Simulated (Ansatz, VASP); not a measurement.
LiF: VASP beside Ansatz

```
Li F
1.0
     3.11475    0.00000    0.00000
    -1.55738    2.69745    0.00000
     0.00000    0.00000    4.73941
Li F
2 2
Direct
  0.33333 0.66667 0.38107
  0.66667 0.33333 0.88107
  0.33333 0.66667 0.99393
  0.66667 0.33333 0.49393
```

Alike in both runs: task single point; functional PBE; k mesh 9 × 9 × 6; occupations gaussian, width 0.05 eV; no spin polarisation.

```csv
,VASP,Ansatz
version,VASP 6.6.1,Ansatz 0.2.0
potentials or method,"VASP PAW PBE potentials, release 64 (Li_sv, F), cutoff 520 eV","scalar-relativistic, plane waves, PAW"
valence electrons in the cell,20,20
```

Ansatz gave:

```
gap on the k mesh at the Fermi level (eV) : 7.78
least direct gap on the mesh (eV)         : 7.78
rms of the force components (eV/Å)        : 0.076
```

Problem. Which values does VASP return?

Solution. gap on the k mesh at the Fermi level (eV): 7.77; least direct gap on the mesh (eV): 7.77; rms of the force components (eV/Å): 0.080.

Atom by atom the forces differ by 0.004 eV/Å (rms over components).

Noted on VASP's run: the cutoff is short for stress, so the pressure is rough.
